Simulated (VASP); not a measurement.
# ZrB (Fm-3m) in VASP: notebook, part 2 of 3

VASP 6.6.1. Earlier steps stand in the parts before.

### 3 Single point, PBEsol

This run uses another cell than the first one, of 14.20 Å³/atom.

Input file INCAR:

```
SYSTEM = ZrB
PREC = Accurate
ENCUT = 520
EDIFF = 1E-6
ISMEAR = 0
SIGMA = 0.1
LREAL = .FALSE.
LASPH = .TRUE.
NELM = 100
ALGO = Normal
ISIF = 2
LWAVE = .FALSE.
LCHARG = .FALSE.
GGA = PS
NBANDS = 14
```

Input file KPOINTS:

```
regular mesh
0
G
  14 14 14
  0 0 0
```

Input file POSCAR:

```
ZrB
1.0
    0.0000000000      2.4215043433      2.4215043433
    2.4215043433      0.0000000000      2.4215043433
    2.4215043433      2.4215043433      0.0000000000
Zr B
1 1
Direct
    0.0000000000      0.0000000000      0.0000000000
    0.5000000000      0.5000000000      0.5000000000
```

Potentials or basis: VASP PAW PBE potentials, release 64 (Zr_sv, B).

On the command line:

```console
$ cat potpaw_PBE.64/Zr_sv/POTCAR potpaw_PBE.64/B/POTCAR > POTCAR
$ mpirun -np 1 vasp_std > vasp.out
```

OUTCAR:

```text
SYSTEM = ZrB
   PREC = Accurate
   ENCUT = 520
   EDIFF = 1E-6
   ISMEAR = 0
   LREAL = .FALSE.
   LASPH = .TRUE.
   NELM = 100
   ISIF = 2
   GGA = PS

 ion  position               nearest neighbor table
   1  0.000  0.000  0.000-   2 2.42   2 2.42   2 2.42   2 2.42   2 2.42   2 2.42
   2  0.500  0.500  0.500-   1 2.42   1 2.42   1 2.42   1 2.42   1 2.42   1 2.42

  LATTYP: Found a face centered cubic cell.
 ALAT       =     4.8430086866

  Lattice vectors:

 A1 = (   0.0000000000,   2.4215043433,   2.4215043433)
 A2 = (   2.4215043433,   0.0000000000,   2.4215043433)
 A3 = (   2.4215043433,   2.4215043433,   0.0000000000)

Analysis of symmetry for initial positions (statically):
=====================================================================
 Subroutine PRICEL returns:
 Original cell was already a primitive cell.

 Routine SETGRP: Setting up the symmetry group for a
 face centered cubic supercell.

 Subroutine GETGRP returns: Found 48 space group operations
 (whereof 48 operations were pure point group operations)
 out of a pool of 48 trial point group operations.

The static configuration has the point symmetry O_h .

Analysis of symmetry for dynamics (positions and initial velocities):
=====================================================================
 Subroutine PRICEL returns:
 Original cell was already a primitive cell.

 Routine SETGRP: Setting up the symmetry group for a
 face centered cubic supercell.

 Subroutine GETGRP returns: Found 48 space group operations
 (whereof 48 operations were pure point group operations)
 out of a pool of 48 trial point group operations.

The dynamic configuration has the point symmetry O_h .

 Subroutine INISYM returns: Found 48 space group operations
 (whereof 48 operations are pure point group operations),
 and found     1 'primitive' translations

----------------------------------------------------------------------------------------

                                     Primitive cell

  volume of cell :      28.3979

  direct lattice vectors                    reciprocal lattice vectors
     0.000000000  2.421504343  2.421504343    -0.206483214  0.206483214  0.206483214
     2.421504343  0.000000000  2.421504343     0.206483214 -0.206483214  0.206483214
[... 124 lines left out ...]
 number of electron      15.0000000 magnetization

 Free energy of the ion-electron system (eV)
  ---------------------------------------------------
  ext. energy  EPLUGINS =         0.00000000
  ---------------------------------------------------
  free energy    TOTEN  =       -16.91969910 eV

  energy without entropy =      -16.91344076  energy(sigma->0) =      -16.91656993

 E-fermi :   7.6976     XC(G=0): -11.7589

 val. band max:        7.6940384534   @ k =   0.3571   0.1429   0.0000
 cond. band min:       7.7042734128   @ k =   0.2857   0.2143   0.0000
 fundamental gap:      0.0102349594
 Fermi energy:         7.6975981304

 k-point     1 :       0.0000    0.0000    0.0000
  band No.  band energies     occupation
      1     -39.4957      2.00000
      2     -17.3381      2.00000
      3     -17.3381      2.00000
      4     -17.3381      2.00000
      5      -0.4034      2.00000
      6       9.4570      0.00000
      7       9.4570      0.00000
      8       9.4570      0.00000
      9      10.9656      0.00000
     10      10.9656      0.00000
     11      11.2487      0.00000
     12      11.2487      0.00000
     13      11.2487      0.00000
     14      18.4428      0.00000
[... 377 lines left out ...]
      1     -39.4542      2.00000
      2     -17.6516      2.00000
      3     -17.4183      2.00000
      4     -17.4078      2.00000
      5       1.0976      2.00000
      6       6.3945      2.00000
      7       7.5291      1.98283
      8       8.2637      0.00000
      9       9.8046      0.00000
     10      11.7055      0.00000
     11      13.0334      0.00000
     12      14.4106      0.00000
     13      16.7293      0.00000
     14      20.2330      0.00000

 [... further k-points ...]

------------------------ aborting loop because EDIFF is reached ----------------------------------------

  FORCE on cell =-STRESS in cart. coord.  units (eV):
  Direction    XX          YY          ZZ          XY          YZ          ZX
  --------------------------------------------------------------------------------------
  -------------------------------------------------------------------------------------
  Total        0.4015759      0.4015759      0.4015759      0.0000000      0.0000000     -0.0000000
  in kB       22.6564835     22.6564835     22.6564835      0.0000000      0.0000000     -0.0000000
  external PRESSURE =      22.6564835 kB  Pullay stress =       0.0000000 kB

 VOLUME and BASIS-vectors are now :
 -----------------------------------------------------------------------------
  energy-cutoff  :      520.00
  volume of cell :       28.40
      direct lattice vectors                 reciprocal lattice vectors
     0.000000000  2.421504343  2.421504343    -0.206483214  0.206483214  0.206483214
     2.421504343  0.000000000  2.421504343     0.206483214 -0.206483214  0.206483214
     2.421504343  2.421504343  0.000000000     0.206483214  0.206483214 -0.206483214

 POSITION                                       TOTAL-FORCE (eV/Angst)
 -----------------------------------------------------------------------------------
      0.00000      0.00000      0.00000         0.000000      0.000000     -0.000000
      2.42150      2.42150      2.42150         0.000000      0.000000      0.000000
 -----------------------------------------------------------------------------------
    total drift:                               -0.000000      0.000000      0.000000

  FREE ENERGIE OF THE ION-ELECTRON SYSTEM (eV)
  ---------------------------------------------------
  free  energy   TOTEN  =       -16.9196990995 eV

  energy  without entropy=      -16.9134407603  energy(sigma->0) =      -16.91656993
```

OSZICAR:

```text
N       E                     dE             d eps       ncg     rms          rms(c)
DAV:   1     0.948737262441E+02    0.94874E+02   -0.78442E+03  2912   0.103E+03
DAV:   2    -0.147454648048E+02   -0.10962E+03   -0.10417E+03  3602   0.281E+02
DAV:   3    -0.186066881085E+02   -0.38612E+01   -0.38263E+01  4504   0.444E+01
DAV:   4    -0.186861984747E+02   -0.79510E-01   -0.79495E-01  3388   0.592E+00
DAV:   5    -0.186879698349E+02   -0.17714E-02   -0.17713E-02  4418   0.622E-01    0.187E+01
DAV:   6    -0.169421396989E+02    0.17458E+01   -0.25447E+00  3376   0.139E+01    0.677E+00
DAV:   7    -0.169225852011E+02    0.19554E-01   -0.25237E-01  4104   0.352E+00    0.298E+00
DAV:   8    -0.169202189886E+02    0.23662E-02   -0.32554E-02  3638   0.144E+00    0.248E-01
DAV:   9    -0.169196552088E+02    0.56378E-03   -0.29991E-03  3464   0.322E-01    0.140E-01
DAV:  10    -0.169197025046E+02   -0.47296E-04   -0.44333E-04  3320   0.230E-01    0.244E-02
DAV:  11    -0.169197000626E+02    0.24420E-05   -0.18166E-05  3824   0.367E-02    0.426E-03
DAV:  12    -0.169196990537E+02    0.10089E-05   -0.75751E-07  2136   0.100E-02    0.261E-03
DAV:  13    -0.169196990995E+02   -0.45730E-07   -0.14081E-07  1780   0.441E-03
   1 F= -.16919699E+02 E0= -.16916570E+02  d E =-.625834E-02
```

Wall time 50 s (1 thread of Intel Xeon 8259CL, shared host); peak memory 0.19 GiB.

Results:

- Free energy: -16.9197 eV
- Pressure: 2.3 GPa
- Band gap on the k mesh: zero (an odd number of electrons rules out a gap without spin polarisation)

Caveat: the PAW data sets were made with another functional, which shifts forces and pressure a little.

### 4 Single point, PBEsol

This run uses another cell than the first one, of 14.54 Å³/atom.

Input file INCAR:

```
SYSTEM = ZrB
PREC = Accurate
ENCUT = 520
EDIFF = 1E-6
ISMEAR = 0
SIGMA = 0.1
LREAL = .False.
LASPH = .True.
NELM = 80
ALGO = Normal
ISIF = 2
LWAVE = .False.
LCHARG = .False.
GGA = PS
NBANDS = 14
```

Input file KPOINTS:

```
regular mesh
0
Gamma
  14 14 14
  0 0 0
```

Input file POSCAR:

```
ZrB
1.0
    0.0000000000      2.4410082911      2.4410082911
    2.4410082911      0.0000000000      2.4410082911
    2.4410082911      2.4410082911      0.0000000000
Zr B
1 1
Direct
    0.0000000000      0.0000000000      0.0000000000
    0.5000000000      0.5000000000      0.5000000000
```

Potentials or basis: VASP PAW PBE potentials, release 64 (Zr_sv, B).

On the command line:

```console
$ cat potpaw_PBE.64/Zr_sv/POTCAR potpaw_PBE.64/B/POTCAR > POTCAR
$ mpirun -np 1 vasp_std > vasp.out
```

OUTCAR:

```text
SYSTEM = ZrB
   PREC = Accurate
   ENCUT = 520
   EDIFF = 1E-6
   ISMEAR = 0
   LREAL = .False.
   LASPH = .True.
   NELM = 80
   ISIF = 2
   GGA = PS

 ion  position               nearest neighbor table
   1  0.000  0.000  0.000-   2 2.44   2 2.44   2 2.44   2 2.44   2 2.44   2 2.44
   2  0.500  0.500  0.500-   1 2.44   1 2.44   1 2.44   1 2.44   1 2.44   1 2.44

  LATTYP: Found a face centered cubic cell.
 ALAT       =     4.8820165822

  Lattice vectors:

 A1 = (   0.0000000000,   2.4410082911,   2.4410082911)
 A2 = (   2.4410082911,   0.0000000000,   2.4410082911)
[... 595 lines left out ...]

  FORCE on cell =-STRESS in cart. coord.  units (eV):
  Direction    XX          YY          ZZ          XY          YZ          ZX
  --------------------------------------------------------------------------------------
  -------------------------------------------------------------------------------------
  Total       -0.3307760     -0.3307760     -0.3307760     -0.0000000     -0.0000000      0.0000000
  in kB      -18.2182547    -18.2182547    -18.2182547     -0.0000000     -0.0000000      0.0000000
  external PRESSURE =     -18.2182547 kB  Pullay stress =       0.0000000 kB

 VOLUME and BASIS-vectors are now :
 -----------------------------------------------------------------------------
  energy-cutoff  :      520.00
  volume of cell :       29.09
      direct lattice vectors                 reciprocal lattice vectors
     0.000000000  2.441008291  2.441008291    -0.204833389  0.204833389  0.204833389
     2.441008291  0.000000000  2.441008291     0.204833389 -0.204833389  0.204833389
     2.441008291  2.441008291  0.000000000     0.204833389  0.204833389 -0.204833389

 POSITION                                       TOTAL-FORCE (eV/Angst)
 -----------------------------------------------------------------------------------
      0.00000      0.00000      0.00000        -0.000000     -0.000000     -0.000000
      2.44101      2.44101      2.44101         0.000000      0.000000      0.000000
 -----------------------------------------------------------------------------------
    total drift:                               -0.000000      0.000000      0.000000

  FREE ENERGIE OF THE ION-ELECTRON SYSTEM (eV)
  ---------------------------------------------------
  free  energy   TOTEN  =       -16.9209258088 eV

  energy  without entropy=      -16.9144346029  energy(sigma->0) =      -16.91768021
```

Run time: 51 s. Hardware: 1 thread of Intel Xeon 8259CL, shared host; peak memory 0.19 GiB.

What came out:

| Quantity | Value |
| --- | --- |
| Free energy | -16.9209 eV |
| Pressure | -1.8 GPa |
| Band gap on the k mesh | zero (an odd number of electrons rules out a gap without spin polarisation) |

Levels at points of the mesh, in eV from the Fermi level:
```
           k point  band 6  band 7  band 8  band 9  band 10  band 11
(0.00, 0.00, 0.00)    1.73    1.73    1.73    3.18     3.18     3.49
(0.50, 0.00, 0.00)   -3.86   -1.17   -1.17    4.88     4.88     6.18
(0.50, 0.50, 0.00)   -0.84   -0.75    2.10    2.10     4.64     5.82
```

Caveat: the PAW data sets were made with another functional, which shifts forces and pressure a little.

(Part 2 of 3 ends here.)
